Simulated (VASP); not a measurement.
# Li3Au5 (Im-3m) in VASP: a series of runs

Li3Au5 is run at these levels: PBE; tasks: single point, relaxation of cell and atoms.

Program: VASP 6.6.1. These are calculated values, not measurements. Logs are shortened: lines on timing, memory, paths and dates and some standing lists are left out, and cuts for length are marked.

### 1 The cell of the first run

It takes space group Im-3m (No. 229, cubic). Conventional cell: a = 6.398 Å, b = 6.398 Å, c = 6.398 Å, α = 90.00°, β = 90.00°, γ = 90.00°. Li (site symmetry 4/mmm) has 10 Au at 2.77 to 3.20 Å and 4 Li at 3.20 Å within 3.7 Å. Within 3.7 Å of Au (site symmetry -3m) lie 6 Li at 2.77 Å and 8 Au at 2.77 to 3.20 Å. Within 3.7 Å of Au (site symmetry m-3m) lie 8 Au at 2.77 Å and 6 Li at 3.20 Å.

### 2 Single point, PBE

File INCAR:

```
ALGO = Fast ; EDIFF = 1E-6
ENCUT = 520 ; GGA = PE
ISIF = 2 ; ISMEAR = 0
LASPH = True ; LCHARG = False
LREAL = False ; LWAVE = False
NBANDS = 42 ; NELM = 80
PREC = Accurate ; SIGMA = 0.1
```

File KPOINTS:

```
k-points
0
Gamma
  8 8 8
```

File POSCAR:

```
Li3Au5
1.0
   -3.1989998956      3.1989998956      3.1989998956
    3.1989998956     -3.1989998956      3.1989998956
    3.1989998956      3.1989998956     -3.1989998956
Li Au
3 5
Direct
    0.0000000000      0.5000000000      0.5000000000
    0.5000000000      0.0000000000      0.5000000000
    0.5000000000      0.5000000000      0.0000000000
    0.5000000000      0.5000000000      0.5000000000
    0.0000000000      0.0000000000      0.5000000000
    0.0000000000      0.5000000000      0.0000000000
    0.5000000000      0.0000000000      0.0000000000
    0.0000000000      0.0000000000      0.0000000000
```

Potentials or basis: VASP PAW PBE potentials, release 64 (Li_sv, Au).

Run with:

```console
cat potpaw_PBE.64/Li_sv/POTCAR potpaw_PBE.64/Au/POTCAR > POTCAR
mpirun -np 1 vasp_std > vasp.out
```

OUTCAR:

```text
EDIFF = 1E-6
   ENCUT = 520
   GGA = PE
   ISIF = 2
   ISMEAR = 0
   LASPH = True
   LREAL = False
   NELM = 80
   PREC = Accurate

 ion  position               nearest neighbor table
   1  0.000  0.500  0.500-   4 2.77   5 2.77   6 2.77   7 2.77   6 2.77   5 2.77   4 2.77   7 2.77

   2  0.500  0.000  0.500-   4 2.77   5 2.77   6 2.77   7 2.77   7 2.77   4 2.77   5 2.77   6 2.77

   3  0.500  0.500  0.000-   4 2.77   5 2.77   6 2.77   7 2.77   4 2.77   7 2.77   6 2.77   5 2.77

   4  0.500  0.500  0.500-   1 2.77   2 2.77   3 2.77   8 2.77   3 2.77   2 2.77   1 2.77   8 2.77
                             7 3.20   7 3.20   5 3.20   6 3.20   5 3.20   6 3.20
   5  0.000  0.000  0.500-   1 2.77   2 2.77   3 2.77   8 2.77   8 2.77   1 2.77   2 2.77   3 2.77
                             7 3.20   6 3.20   4 3.20   7 3.20   4 3.20   6 3.20
   6  0.000  0.500  0.000-   1 2.77   2 2.77   3 2.77   8 2.77   1 2.77   8 2.77   3 2.77   2 2.77
                             7 3.20   5 3.20   4 3.20   4 3.20   7 3.20   5 3.20
   7  0.500  0.000  0.000-   1 2.77   2 2.77   3 2.77   8 2.77   2 2.77   3 2.77   8 2.77   1 2.77
                             6 3.20   4 3.20   4 3.20   5 3.20   6 3.20   5 3.20
   8  0.000  0.000  0.000-   4 2.77   5 2.77   6 2.77   7 2.77   5 2.77   6 2.77   7 2.77   4 2.77

  LATTYP: Found a body centered cubic cell.
 ALAT       =     6.3979997912

  Lattice vectors:

 A1 = (  -3.1989998956,   3.1989998956,   3.1989998956)
 A2 = (   3.1989998956,  -3.1989998956,   3.1989998956)
 A3 = (   3.1989998956,   3.1989998956,  -3.1989998956)

Analysis of symmetry for initial positions (statically):
=====================================================================
 Subroutine PRICEL returns:
 Original cell was already a primitive cell.

 Routine SETGRP: Setting up the symmetry group for a
 body centered cubic supercell.

 Subroutine GETGRP returns: Found 48 space group operations
 (whereof 48 operations were pure point group operations)
 out of a pool of 48 trial point group operations.

The static configuration has the point symmetry O_h .

Analysis of symmetry for dynamics (positions and initial velocities):
=====================================================================
 Subroutine PRICEL returns:
 Original cell was already a primitive cell.

 Routine SETGRP: Setting up the symmetry group for a
 body centered cubic supercell.

 Subroutine GETGRP returns: Found 48 space group operations
 (whereof 48 operations were pure point group operations)
 out of a pool of 48 trial point group operations.

The dynamic configuration has the point symmetry O_h .

 Subroutine INISYM returns: Found 48 space group operations
 (whereof 48 operations are pure point group operations),
 and found     1 'primitive' translations

----------------------------------------------------------------------------------------

                                     Primitive cell

  volume of cell :     130.9491

  direct lattice vectors                    reciprocal lattice vectors
    -3.198999896  3.198999896  3.198999896     0.000000000  0.156298848  0.156298848
     3.198999896 -3.198999896  3.198999896     0.156298848  0.000000000  0.156298848
     3.198999896  3.198999896 -3.198999896     0.156298848  0.156298848  0.000000000

  length of vectors
     5.540830353  5.540830353  5.540830353     0.221039951  0.221039951  0.221039951

  position of ions in fractional coordinates (direct lattice)
     0.000000000  0.500000000  0.500000000
     0.500000000  0.000000000  0.500000000
     0.500000000  0.500000000  0.000000000
     0.500000000  0.500000000  0.500000000
     0.000000000  0.000000000  0.500000000
     0.000000000  0.500000000  0.000000000
     0.500000000  0.000000000  0.000000000
     0.000000000  0.000000000  0.000000000

  ion indices of the primitive-cell ions
   primitive index   ion index
                 1           1
                 2           2
                 3           3
                 4           4
                 5           5
                 6           6
                 7           7
                 8           8

----------------------------------------------------------------------------------------

 KPOINTS: k-points

Automatic generation of k-mesh.
 Grid dimensions read from file:
 generate k-points for:    8    8    8

 Generating k-lattice:

  Cartesian coordinates                     Fractional coordinates (reciprocal lattice)
     0.000000000  0.019537356  0.019537356     0.125000000  0.000000000  0.000000000
     0.019537356  0.000000000  0.019537356     0.000000000  0.125000000  0.000000000
     0.019537356  0.019537356  0.000000000     0.000000000  0.000000000  0.125000000

  Length of vectors
     0.027629994  0.027629994  0.027629994

  Shift w.r.t. Gamma in fractional coordinates (k-lattice)
     0.000000000  0.000000000  0.000000000

 Subroutine IBZKPT returns following result:
 ===========================================

 Found     29 irreducible k-points:

 Following reciprocal coordinates:
            Coordinates               Weight
  0.000000  0.000000  0.000000      1.000000
  0.125000  0.000000  0.000000     12.000000
  0.250000  0.000000  0.000000     12.000000
  0.375000  0.000000  0.000000     12.000000
  0.500000  0.000000  0.000000      6.000000
  0.125000  0.125000  0.000000     24.000000
[... 16 lines left out ...]
 -0.250000  0.250000  0.250000      6.000000
 -0.375000  0.375000  0.250000     24.000000
 [... further k-points ...]
   k-points           NKPTS =     29   k-points in BZ     NKDIM =     29   number of bands    NBANDS=     42
   number of dos      NEDOS =    301   number of ions     NIONS =      8
   total plane-waves  NPLWV =  74088
   dimension x,y,z NGX =    42 NGY =   42 NGZ =   42
   dimension x,y,z NGXF=    84 NGYF=   84 NGZF=   84
   ions per type =               3   5
   NGX,Y,Z   is equivalent  to a cutoff of  12.60, 12.60, 12.60 a.u.
   NGXF,Y,Z  is equivalent  to a cutoff of  25.20, 25.20, 25.20 a.u.
 SYSTEM =  unknown system
   PREC   = accura    normal or accurate (medium, high low for compatibility)
   ISTART =      0    job   : 0-new  1-cont  2-samecut
   ICHARG =      2    charge: 1-file 2-atom 10-const
   ISPIN  =      1    spin polarized calculation?
   LNONCOLLINEAR =      F non collinear calculations
   LSORBIT =      F    spin-orbit coupling
   LASPH  =      T    aspherical Exc in radial PAW
   ENCUT  =  520.0 eV  38.22 Ry    6.18 a.u.  10.30 10.30 10.30*2*pi/ulx,y,z
   NELM   =     80;   NELMIN=  2; NELMDL= -5     # of ELM steps
   EDIFF  = 0.1E-05   stopping-criterion for ELM
   LREAL  =      F    real-space projection
   EDIFFG = 0.1E-04   stopping-criterion for IOM
   NSW    =      0    number of steps for IOM
   IBRION =     -1    ionic relax: 0-MD 1-quasi-New 2-CG
   NFREE  =      0    steps in history (QN), initial steepest desc. (CG)
   ISIF   =      2    stress and relaxation
   ISYM   =      2    0-nonsym 1-usesym 2-fastsym
   POTIM  = 0.5000    time-step for ionic-motion
   TEBEG  =    0.0;   TEEND  =   0.0 temperature during run
   PSTRESS=    0.0 pullay stress
   NELECT =      64.0000    total number of electrons
   NUPDOWN=      -1.0000    fix difference up-down
   EMIN   =  10.00;   EMAX   =-10.00  energy-range for DOS
   EFERMI =   0.00;   METHOD = LEGACY
   ISMEAR =     0;   SIGMA  =   0.10  broadening in eV -4-tet -1-fermi 0-gaus
   EFERMI_NEDOS =   21; number of points for ismear=-14 and -15
   IALGO  =     68    algorithm
   IMIX   =      4    mixing-type and parameters
     AMIX     =   0.40;   BMIX     =  1.00
     AMIX_MAG =   1.60;   BMIX_MAG =  1.00
  volume/ion in A,a.u.               =      16.37       110.46
  Fermi-wavevector in a.u.,A,eV,Ry     =   1.289537  2.436872 22.625218  1.662907
  Thomas-Fermi vector in A             =   2.421424
   LORBIT       =      0    0 simple, 1 ext, 2 COOP (PROOUT), +10 PAW based schemes
   GGA     = PE    functional components
   LHFCALC =     F    Hartree Fock is set to
   AEXX    =    0.0000 exact exchange contribution
   IVDW    =     0    specifies the selected vdW correction
   LEPSILON=     F    determine dielectric tensor
   LRPA    =     F    only Hartree local field effects (RPA)
 non-spin polarized calculation
 RMM-DIIS sequential band-by-band and
 Gauss-broadening in eV      SIGMA  =   0.10
  energy-cutoff  :      520.00
  volume of cell :      130.95
 maximum number of plane-waves:      3564
 NGX is ok and might be reduce to    42
   NGX = 21   NGY = 21   NGZ = 21

 number of electron      64.0000026 magnetization

 Free energy of the ion-electron system (eV)
  ---------------------------------------------------
  ext. energy  EPLUGINS =         0.00000000
  ---------------------------------------------------
  free energy    TOTEN  =       -25.36432959 eV

  energy without entropy =      -25.35567758  energy(sigma->0) =      -25.36000359

 E-fermi :   6.4251     XC(G=0): -11.0085

 val. band max:        6.4221535919   @ k =   0.5000   0.5000   0.3750
 cond. band min:       6.4398525793   @ k =   0.0000   0.0000   0.0000
 fundamental gap:      0.0176989873
 Fermi energy:         6.4250989431

 k-point     1 :       0.0000    0.0000    0.0000
  band No.  band energies     occupation
      1     -39.4336      2.00000
      2     -39.4273      2.00000
      3     -39.4273      2.00000
      4      -1.7713      2.00000
      5       0.1747      2.00000
      6       0.1747      2.00000
[... 34 lines left out ...]
     41      13.0723      0.00000
     42      13.1541      0.00000

 k-point     2 :       0.1250    0.0000    0.0000
  band No.  band energies     occupation
      1     -39.4333      2.00000
      2     -39.4276      2.00000
      3     -39.4273      2.00000
      4      -1.6508      2.00000
      5       0.2107      2.00000
      6       0.2122      2.00000
[... 34 lines left out ...]
     41      13.0835      0.00000
     42      13.3183      0.00000

 k-point     3 :       0.2500    0.0000    0.0000
  band No.  band energies     occupation
      1     -39.4326      2.00000
      2     -39.4281      2.00000
      3     -39.4273      2.00000
      4      -1.3187      2.00000
      5       0.3039      2.00000
      6       0.3092      2.00000
[... 897 lines left out ...]
      4      -0.8703      2.00000
      5       0.4425      2.00000
      6       0.4425      2.00000
[... 34 lines left out ...]
     41      14.8644      0.00000
     42      14.9364      0.00000

 k-point    24 :      -0.3750    0.3750    0.2500
  band No.  band energies     occupation
      1     -39.4315      2.00000
      2     -39.4299      2.00000
      3     -39.4262      2.00000
      4      -0.4449      2.00000
      5       0.5323      2.00000
      6       0.5466      2.00000
[... 34 lines left out ...]
     41      14.6048      0.00000
     42      14.7504      0.00000

 [... further k-points ...]
[... 5 lines left out ...]
  --------------------------------------------------------------------------------------
  -------------------------------------------------------------------------------------
  Total       -0.1357752     -0.1357752     -0.1357752      0.0000000     -0.0000000      0.0000000
  in kB       -1.6612251     -1.6612251     -1.6612251      0.0000000     -0.0000000      0.0000000
  external PRESSURE =      -1.6612251 kB  Pullay stress =       0.0000000 kB

 VOLUME and BASIS-vectors are now :
 -----------------------------------------------------------------------------
  energy-cutoff  :      520.00
  volume of cell :      130.95
      direct lattice vectors                 reciprocal lattice vectors
    -3.198999896  3.198999896  3.198999896     0.000000000  0.156298848  0.156298848
     3.198999896 -3.198999896  3.198999896     0.156298848  0.000000000  0.156298848
     3.198999896  3.198999896 -3.198999896     0.156298848  0.156298848  0.000000000

 POSITION                                       TOTAL-FORCE (eV/Angst)
 -----------------------------------------------------------------------------------
      3.19900      0.00000      0.00000         0.000000     -0.000000     -0.000000
      0.00000      3.19900      0.00000         0.000000     -0.000000      0.000000
      0.00000      0.00000      3.19900        -0.000000     -0.000000     -0.000000
      1.59950      1.59950      1.59950        -0.000000      0.000000      0.000000
      1.59950      1.59950     -1.59950         0.000000      0.000000     -0.000000
      1.59950     -1.59950      1.59950        -0.000000      0.000000      0.000000
     -1.59950      1.59950      1.59950         0.000000     -0.000000      0.000000
      0.00000      0.00000      0.00000         0.000000     -0.000000     -0.000000
 -----------------------------------------------------------------------------------
    total drift:                               -0.000000     -0.000000      0.000000

  FREE ENERGIE OF THE ION-ELECTRON SYSTEM (eV)
  ---------------------------------------------------
  free  energy   TOTEN  =       -25.3643295946 eV

  energy  without entropy=      -25.3556775775  energy(sigma->0) =      -25.36000359
```

Wall time 2 min (1 thread of Intel Xeon 6975P-C (Granite Rapids), shared host); peak memory 0.32 GiB.

Results:

| Item | Value |
| --- | --- |
| Free energy | -25.3643 eV |
| Band gap on the k mesh | zero (bands 32 and 33 overlap by 1.05 eV) |

Levels at points of the mesh, in eV from the Fermi level:
| k point | band 30 | band 31 | band 32 | band 33 | band 34 | band 35 |
| --- | --- | --- | --- | --- | --- | --- |
| (0.00, 0.00, 0.00) | -0.12 | -0.12 | -0.12 | 0.01 | 0.01 | 0.01 |
| (0.50, 0.00, 0.00) | -2.08 | -0.98 | 0.31 | 0.57 | 0.97 | 3.19 |
| (0.50, 0.50, 0.50) | -1.50 | -1.50 | -1.50 | -0.73 | -0.73 | 4.07 |

Caveat: the cutoff is under 1.25 times the usual one of these potentials, so pressure, stress and relaxed cells hold a basis-set (Pulay) error; spin-orbit coupling is left out, which moves the levels of the heavy elements.

### 3 Relaxation of cell and atoms, PBE

This run uses another cell than the first one, of 18.82 Å³/atom.

File INCAR:

```
SYSTEM = Li3Au5
PREC = Accurate
ENCUT = 600
EDIFF = 1E-6
ISMEAR = 0
SIGMA = 0.1
LREAL = .FALSE.
LASPH = .TRUE.
NELM = 60
ALGO = Normal
ISIF = 3
LWAVE = .FALSE.
LCHARG = .FALSE.
GGA = PE
IBRION = 2
NSW = 90
EDIFFG = -0.04
```

File KPOINTS:

```
Automatic mesh
0
G
  4 4 4
  0 0 0
```

Changes to POSCAR since step 2:

```diff
@@ -2,5 +2,5 @@
 1.0
-   -3.1989998956      3.1989998956      3.1989998956
-    3.1989998956     -3.1989998956      3.1989998956
-    3.1989998956      3.1989998956     -3.1989998956
+   -3.3513188600      3.3513188600      3.3513188600
+    3.3513188600     -3.3513188600      3.3513188600
+    3.3513188600      3.3513188600     -3.3513188600
 Li Au
```

Potentials or basis: VASP PAW PBE potentials, release 64 (Li_sv, Au).

Run with:

```console
cat potpaw_PBE.64/Li_sv/POTCAR potpaw_PBE.64/Au/POTCAR > POTCAR
mpirun -np 1 vasp_std > vasp.out
```

It took 64 s on 1 thread of Intel Xeon 6975P-C (Granite Rapids), shared host; peak memory 0.35 GiB.

Results (log left out):

| Item | Value |
| --- | --- |
| Free energy | -25.3904 eV |
| Relaxed volume | 16.30 Å³/atom |
| Relaxed cell | a = 5.533 Å, b = 5.533 Å, c = 5.533 Å, α = 109.47°, β = 109.47°, γ = 109.47° |
| Space group after relaxing (to 0.1 Å) | Im-3m (No. 229) |
| Energy gained by relaxing | 67.6 meV/atom |
| Ionic steps | 3 |
| Pressure after relaxing | -0.1 GPa |
| Band gap on the k mesh | zero (bands 32 and 33 overlap by 1.03 eV) |

The path:
```csv
step,energy change (eV),largest force (eV/Å),pressure (GPa),volume (Å³)
1,0.0000,0.0000,-7.30,150.56
2,-0.5314,0.0000,-1.28,132.64
3,-0.5409,0.0000,-0.12,130.39
```

Final structure:
```cif
data_structure
_symmetry_space_group_name_H-M 'P 1'
_symmetry_Int_Tables_number 1
_cell_length_a 5.5329
_cell_length_b 5.5329
_cell_length_c 5.5329
_cell_angle_alpha 109.471
_cell_angle_beta 109.471
_cell_angle_gamma 109.471
_cell_volume 130.39
loop_
_atom_site_label
_atom_site_type_symbol
_atom_site_fract_x
_atom_site_fract_y
_atom_site_fract_z
_atom_site_occupancy
Li1 Li 0.00000 0.50000 0.50000 1
Li2 Li 0.50000 0.00000 0.50000 1
Li3 Li 0.50000 0.50000 0.00000 1
Au1 Au 0.50000 0.50000 0.50000 1
Au2 Au 0.00000 0.00000 0.50000 1
Au3 Au 0.00000 0.50000 0.00000 1
Au4 Au 0.50000 0.00000 0.00000 1
Au5 Au 0.00000 0.00000 0.00000 1
```

Levels at points of the mesh, in eV from the Fermi level:
```csv
k point,band 30,band 31,band 32,band 33,band 34,band 35
"(0.00, 0.00, 0.00)",-0.36,-0.36,-0.36,-0.18,-0.18,-0.18
"(0.50, 0.00, 0.00)",-2.30,-1.20,0.09,0.36,0.75,2.97
"(0.50, 0.50, 0.50)",-1.71,-1.71,-1.71,-0.94,-0.94,3.89
```

Caveat: the cutoff is under 1.25 times the usual one of these potentials, so pressure, stress and relaxed cells hold a basis-set (Pulay) error; spin-orbit coupling is left out, which moves the levels of the heavy elements.

[end of part 1 of 2]

The gap in the log of VASP goes by the Fermi energy; the results here count the filled bands.